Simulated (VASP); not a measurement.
Ba:

```
Ba
1.0
    -2.50650    2.50650    2.50650
     2.50650   -2.50650    2.50650
     2.50650    2.50650   -2.50650
Ba
1
Direct
  0.00000 0.00000 0.00000
```

Base run:

```yaml
Program: VASP 6.6.1
Functional: PBE
Potentials_or_basis: VASP PAW PBE potentials, release 64 (Ba_sv)
Cutoff: 520 eV
k_mesh: 8 × 8 × 8
Occupations: fermi-dirac, width 0.05 eV
Spin: no spin polarisation
```

Its results: band gap on the k mesh zero (band 5 reaches 2.17 eV, above the bottom of band 6 at 1.10 eV); pressure 0.0 GPa.

Question: The run is repeated on the same cell with these changes: functional from PBE to revPBE; k mesh from 8 × 8 × 8 to 4 × 4 × 4. What comes out?

Answer: Band gap on the k mesh zero (band 5 reaches 2.24 eV, above the bottom of band 6 at 1.18 eV); pressure 0.9 GPa.

Several settings changed at once, so the effect can't be laid on one alone.

Caveats: some runs use coarse meshes; spin-orbit coupling is left out, which moves the levels of the heavy elements; the PAW data sets were made with another functional, which shifts forces and pressure a little (some runs).
